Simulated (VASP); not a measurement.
# Si (Fd-3m) in VASP: a series of runs

Runs on Si. Level: LDA. Tasks: single point.

All numbers are computed with VASP 6.6.1; they aren't measurements. Logs are shortened: lines on timing, memory, paths and dates and some standing lists are left out, and cuts for length are marked.

## Step 1: The cell of the first run

It takes space group Fd-3m (No. 227, cubic). The conventional cell has a = 5.402 Å, b = 5.402 Å, c = 5.402 Å, α = 90.00°, β = 90.00°, γ = 90.00°. Si (site symmetry -43m) has 4 Si at 2.34 Å within 3.1 Å.

## Step 2: Single point, LDA

The input, INCAR:

```
  ALGO = Normal
  EDIFF = 1E-6
  ENCUT = 520
  GGA = CA
  ISIF = 2
  ISMEAR = 0
  LASPH = T
  LCHARG = F
  LREAL = F
  LWAVE = F
  NBANDS = 11
  NELM = 60
  PREC = Accurate
  SIGMA = 0.02
```

The input, KPOINTS:

```
k-points
0
Gamma
  8 8 8
```

The input, POSCAR:

```
Si
1.0
    0.0000000000      2.7008304895      2.7008304895
    2.7008304895      0.0000000000      2.7008304895
    2.7008304895      2.7008304895      0.0000000000
Si
2
Direct
    0.5000000000      0.5000000000      0.5000000000
    0.7500000000      0.7500000000      0.7500000000
```

Potentials or basis: VASP PAW LDA potentials, release 64 (Si).

The run is started by

```
cat potpaw_LDA.64/Si/POTCAR > POTCAR
mpirun -np 1 vasp_std > vasp.out
```

OUTCAR:

```text
EDIFF = 1E-6
   ENCUT = 520
   GGA = CA
   ISIF = 2
   ISMEAR = 0
   LASPH = T
   LREAL = F
   NELM = 60
   PREC = Accurate

 ion  position               nearest neighbor table
   1  0.500  0.500  0.500-   2 2.34   2 2.34   2 2.34   2 2.34
   2  0.750  0.750  0.750-   1 2.34   1 2.34   1 2.34   1 2.34

  LATTYP: Found a face centered cubic cell.
 ALAT       =     5.4016609790

  Lattice vectors:

 A1 = (   0.0000000000,   2.7008304895,   2.7008304895)
 A2 = (   2.7008304895,   0.0000000000,   2.7008304895)
 A3 = (   2.7008304895,   2.7008304895,   0.0000000000)

Analysis of symmetry for initial positions (statically):
=====================================================================
 Subroutine PRICEL returns:
 Original cell was already a primitive cell.

 Routine SETGRP: Setting up the symmetry group for a
 face centered cubic supercell.

 Subroutine GETGRP returns: Found 48 space group operations
 (whereof 24 operations were pure point group operations)
 out of a pool of 48 trial point group operations.

The static configuration has the point symmetry T_d .
 The point group associated with its full space group is O_h .

Analysis of symmetry for dynamics (positions and initial velocities):
=====================================================================
 Subroutine PRICEL returns:
 Original cell was already a primitive cell.

 Routine SETGRP: Setting up the symmetry group for a
 face centered cubic supercell.

 Subroutine GETGRP returns: Found 48 space group operations
 (whereof 24 operations were pure point group operations)
 out of a pool of 48 trial point group operations.

The dynamic configuration has the point symmetry T_d .
 The point group associated with its full space group is O_h .

 Subroutine INISYM returns: Found 48 space group operations
 (whereof 24 operations are pure point group operations),
 and found     1 'primitive' translations

----------------------------------------------------------------------------------------

                                     Primitive cell

  volume of cell :      39.4023

  direct lattice vectors                    reciprocal lattice vectors
     0.000000000  2.700830489  2.700830489    -0.185128242  0.185128242  0.185128242
     2.700830489  0.000000000  2.700830489     0.185128242 -0.185128242  0.185128242
     2.700830489  2.700830489  0.000000000     0.185128242  0.185128242 -0.185128242

  length of vectors
     3.819551108  3.819551108  3.819551108     0.320651521  0.320651521  0.320651521

  position of ions in fractional coordinates (direct lattice)
     0.500000000  0.500000000  0.500000000
     0.750000000  0.750000000  0.750000000

  ion indices of the primitive-cell ions
   primitive index   ion index
                 1           1
                 2           2

----------------------------------------------------------------------------------------

 KPOINTS: k-points

Automatic generation of k-mesh.
 Grid dimensions read from file:
 generate k-points for:    8    8    8

 Generating k-lattice:

  Cartesian coordinates                     Fractional coordinates (reciprocal lattice)
    -0.023141030  0.023141030  0.023141030     0.125000000  0.000000000  0.000000000
     0.023141030 -0.023141030  0.023141030     0.000000000  0.125000000  0.000000000
     0.023141030  0.023141030 -0.023141030     0.000000000  0.000000000  0.125000000

  Length of vectors
     0.040081440  0.040081440  0.040081440

  Shift w.r.t. Gamma in fractional coordinates (k-lattice)
     0.000000000  0.000000000  0.000000000

 Subroutine IBZKPT returns following result:
 ===========================================

 Found     29 irreducible k-points:

 Following reciprocal coordinates:
            Coordinates               Weight
  0.000000  0.000000  0.000000      1.000000
  0.125000  0.000000  0.000000      8.000000
  0.250000  0.000000  0.000000      8.000000
  0.375000  0.000000  0.000000      8.000000
  0.500000  0.000000  0.000000      4.000000
  0.125000  0.125000  0.000000      6.000000
[... 16 lines left out ...]
  0.500000  0.250000  0.125000     48.000000
 -0.375000  0.250000  0.125000     24.000000
 [... further k-points ...]
   k-points           NKPTS =     29   k-points in BZ     NKDIM =     29   number of bands    NBANDS=     11
   number of dos      NEDOS =    301   number of ions     NIONS =      2
   total plane-waves  NPLWV =  21952
   dimension x,y,z NGX =    28 NGY =   28 NGZ =   28
   dimension x,y,z NGXF=    56 NGYF=   56 NGZF=   56
   ions per type =               2
   NGX,Y,Z   is equivalent  to a cutoff of  12.19, 12.19, 12.19 a.u.
   NGXF,Y,Z  is equivalent  to a cutoff of  24.37, 24.37, 24.37 a.u.
 SYSTEM =  unknown system
   PREC   = accura    normal or accurate (medium, high low for compatibility)
   ISTART =      0    job   : 0-new  1-cont  2-samecut
   ICHARG =      2    charge: 1-file 2-atom 10-const
   ISPIN  =      1    spin polarized calculation?
   LNONCOLLINEAR =      F non collinear calculations
   LSORBIT =      F    spin-orbit coupling
   LASPH  =      T    aspherical Exc in radial PAW
   ENCUT  =  520.0 eV  38.22 Ry    6.18 a.u.   7.10  7.10  7.10*2*pi/ulx,y,z
   NELM   =     60;   NELMIN=  2; NELMDL= -5     # of ELM steps
   EDIFF  = 0.1E-05   stopping-criterion for ELM
   LREAL  =      F    real-space projection
   EDIFFG = 0.1E-04   stopping-criterion for IOM
   NSW    =      0    number of steps for IOM
   IBRION =     -1    ionic relax: 0-MD 1-quasi-New 2-CG
   NFREE  =      0    steps in history (QN), initial steepest desc. (CG)
   ISIF   =      2    stress and relaxation
   ISYM   =      2    0-nonsym 1-usesym 2-fastsym
   POTIM  = 0.5000    time-step for ionic-motion
   TEBEG  =    0.0;   TEEND  =   0.0 temperature during run
   PSTRESS=    0.0 pullay stress
   NELECT =       8.0000    total number of electrons
   NUPDOWN=      -1.0000    fix difference up-down
   EMIN   =  10.00;   EMAX   =-10.00  energy-range for DOS
   EFERMI =   0.00;   METHOD = LEGACY
   ISMEAR =     0;   SIGMA  =   0.02  broadening in eV -4-tet -1-fermi 0-gaus
   EFERMI_NEDOS =   21; number of points for ismear=-14 and -15
   IALGO  =     38    algorithm
   IMIX   =      4    mixing-type and parameters
     AMIX     =   0.40;   BMIX     =  1.00
     AMIX_MAG =   1.60;   BMIX_MAG =  1.00
  volume/ion in A,a.u.               =      19.70       132.95
  Fermi-wavevector in a.u.,A,eV,Ry     =   0.962197  1.818289 12.596597  0.925824
  Thomas-Fermi vector in A             =   2.091635
   LORBIT       =      0    0 simple, 1 ext, 2 COOP (PROOUT), +10 PAW based schemes
   GGA     = CA    functional components
   LHFCALC =     F    Hartree Fock is set to
   AEXX    =    0.0000 exact exchange contribution
   IVDW    =     0    specifies the selected vdW correction
   LEPSILON=     F    determine dielectric tensor
   LRPA    =     F    only Hartree local field effects (RPA)
 non-spin polarized calculation
 Gauss-broadening in eV      SIGMA  =   0.02
  energy-cutoff  :      520.00
  volume of cell :       39.40
 maximum number of plane-waves:      1069
   NGX = 15   NGY = 15   NGZ = 15

 number of electron       8.0000001 magnetization

 Free energy of the ion-electron system (eV)
  ---------------------------------------------------
  ext. energy  EPLUGINS =         0.00000000
  ---------------------------------------------------
  free energy    TOTEN  =       -11.91556487 eV

  energy without entropy =      -11.91556487  energy(sigma->0) =      -11.91556487

 E-fermi :   6.0830     XC(G=0):  -9.6657

 val. band max:        5.9366241067   @ k =   0.0000   0.0000   0.0000
 cond. band min:       6.4257740680   @ k =   0.3750   0.3750   0.0000
 fundamental gap:      0.4891499613
 Fermi energy:         6.0830130254

 k-point     1 :       0.0000    0.0000    0.0000
  band No.  band energies     occupation
      1      -6.1315      2.00000
      2       5.9366      2.00000
      3       5.9366      2.00000
      4       5.9366      2.00000
      5       8.4668      0.00000
      6       8.4668      0.00000
      7       8.4668      0.00000
      8       9.3306      0.00000
      9      13.6719      0.00000
     10      13.6719      0.00000
     11      13.6815      0.00000

 k-point     2 :       0.1250    0.0000    0.0000
  band No.  band energies     occupation
      1      -5.9245      2.00000
      2       4.3193      2.00000
      3       5.6424      2.00000
      4       5.6424      2.00000
      5       8.4050      0.00000
      6       8.8975      0.00000
      7       8.8975      0.00000
      8      10.6615      0.00000
      9      13.1607      0.00000
     10      13.1607      0.00000
     11      14.4956      0.00000

 k-point     3 :       0.2500    0.0000    0.0000
  band No.  band energies     occupation
      1      -5.3198      2.00000
      2       1.9642      2.00000
      3       5.1672      2.00000
      4       5.1672      2.00000
      5       7.9206      0.00000
      6       9.4118      0.00000
      7       9.4118      0.00000
      8      12.8328      0.00000
      9      13.1054      0.00000
     10      13.1054      0.00000
     11      14.7659      0.00000

 k-point     4 :       0.3750    0.0000    0.0000
  band No.  band energies     occupation
      1      -4.4091      2.00000
      2      -0.0844      2.00000
      3       4.8392      2.00000
      4       4.8392      2.00000
      5       7.5522      0.00000
      6       9.3392      0.00000
      7       9.3392      0.00000
      8      13.6495      0.00000
      9      14.5088      0.00000
     10      14.5088      0.00000
     11      15.5676      0.00000

 k-point     5 :       0.5000    0.0000    0.0000
  band No.  band energies     occupation
      1      -3.7520      2.00000
      2      -1.1299      2.00000
      3       4.7274      2.00000
      4       4.7274      2.00000
      5       7.4232      0.00000
      6       9.2209      0.00000
      7       9.2209      0.00000
      8      13.4737      0.00000
      9      16.4951      0.00000
     10      16.4951      0.00000
     11      17.2173      0.00000
[... 211 lines left out ...]
 k-point    21 :       0.5000    0.5000    0.0000
  band No.  band energies     occupation
      1      -1.9292      2.00000
      2      -1.9292      2.00000
      3       3.0413      2.00000
      4       3.0413      2.00000
      5       6.5092      0.00000
      6       6.5092      0.00000
      7      16.0520      0.00000
      8      16.0520      0.00000
      9      16.9093      0.00000
     10      16.9093      0.00000
     11      18.5158      0.00000

 k-point    22 :       0.3750    0.2500    0.1250
  band No.  band energies     occupation
      1      -4.7824      2.00000
      2       1.6256      2.00000
      3       3.1602      2.00000
      4       4.4856      2.00000
      5       8.3162      0.00000
      6       9.8079      0.00000
      7      10.0517      0.00000
      8      11.4222      0.00000
      9      13.7169      0.00000
     10      16.2175      0.00000
     11      16.9172      0.00000

 k-point    23 :       0.5000    0.2500    0.1250
  band No.  band energies     occupation
      1      -3.8779      2.00000
      2       0.0481      2.00000
      3       2.5471      2.00000
      4       3.9703      2.00000
      5       8.7433      0.00000
      6       9.4330      0.00000
      7      10.9019      0.00000
      8      11.8515      0.00000
      9      14.9469      0.00000
     10      15.6253      0.00000
     11      17.8724      0.00000

 k-point    24 :      -0.3750    0.2500    0.1250
  band No.  band energies     occupation
      1      -3.2075      2.00000
      2      -0.9209      2.00000
      3       2.4205      2.00000
      4       3.7345      2.00000
      5       8.9572      0.00000
      6       8.9761      0.00000
      7      11.8295      0.00000
      8      13.0056      0.00000
      9      13.3052      0.00000
     10      16.4704      0.00000
     11      17.6319      0.00000

 [... further k-points ...]
[... 5 lines left out ...]
  --------------------------------------------------------------------------------------
  -------------------------------------------------------------------------------------
  Total        0.0174910      0.0174910      0.0174910      0.0000000      0.0000000     -0.0000000
  in kB        0.7112182      0.7112182      0.7112182      0.0000000      0.0000000     -0.0000000
  external PRESSURE =       0.7112182 kB  Pullay stress =       0.0000000 kB

 VOLUME and BASIS-vectors are now :
 -----------------------------------------------------------------------------
  energy-cutoff  :      520.00
  volume of cell :       39.40
      direct lattice vectors                 reciprocal lattice vectors
     0.000000000  2.700830489  2.700830489    -0.185128242  0.185128242  0.185128242
     2.700830489  0.000000000  2.700830489     0.185128242 -0.185128242  0.185128242
     2.700830489  2.700830489  0.000000000     0.185128242  0.185128242 -0.185128242

 POSITION                                       TOTAL-FORCE (eV/Angst)
 -----------------------------------------------------------------------------------
      2.70083      2.70083      2.70083        -0.000000     -0.000000     -0.000000
      4.05125      4.05125      4.05125         0.000000      0.000000      0.000000
 -----------------------------------------------------------------------------------
    total drift:                               -0.000000      0.000000     -0.000000

  FREE ENERGIE OF THE ION-ELECTRON SYSTEM (eV)
  ---------------------------------------------------
  free  energy   TOTEN  =       -11.9155648653 eV

  energy  without entropy=      -11.9155648653  energy(sigma->0) =      -11.91556487
```

It took 5 s on 1 thread of Intel Xeon 6975P-C, shared host; peak memory 0.13 GiB.

What came out:

| Property | Result |
| --- | --- |
| Free energy | -11.9156 eV |
| Pressure | 0.1 GPa |
| Band gap on the k mesh | 0.49 eV, indirect (least direct gap 2.53 eV) |

A k mesh can miss the band edges. As with any semilocal functional, this LDA gap is likely too small.

## Step 3: Single point, LDA

The input, INCAR:

```
SYSTEM = Si
ALGO = Normal ; EDIFF = 1E-6
ENCUT = 520 ; ISIF = 2
ISMEAR = 0 ; LASPH = .TRUE.
LCHARG = .FALSE. ; LREAL = .FALSE.
LWAVE = .FALSE. ; NBANDS = 11
NELM = 100 ; PREC = Accurate
SIGMA = 0.02
```

The input, KPOINTS:

```
k-points
0
G
  10 10 10
  0 0 0
```

POSCAR is that of step 2.

Potentials or basis: VASP PAW LDA potentials, release 64 (Si).

The run is started by

```
cat potpaw_LDA.64/Si/POTCAR > POTCAR
mpirun -np 1 vasp_std > vasp.out
```

Wall time 6.8 s (1 thread of Intel Xeon 6975P-C, shared host); peak memory 0.14 GiB.

Results (log left out):

```yaml
Free_energy: -11.9191 eV
Pressure: 0.1 GPa
Band_gap_on_the_k_mesh: 0.45 eV, indirect (least direct gap 2.53 eV)
```

Levels at points of the mesh, in eV from the valence-band top:
```
           k point  band 1  band 2  band 3  band 4  band 5  band 6  band 7  band 8  band 9
(0.00, 0.00, 0.00)  -12.07    0.00    0.00    0.00    2.53    2.53    2.53    3.39    7.74
(0.50, 0.00, 0.00)   -9.69   -7.07   -1.21   -1.21    1.49    3.29    3.29    7.54   10.56
(0.50, 0.50, 0.00)   -7.87   -7.87   -2.90   -2.90    0.57    0.57   10.12   10.12   10.97
```
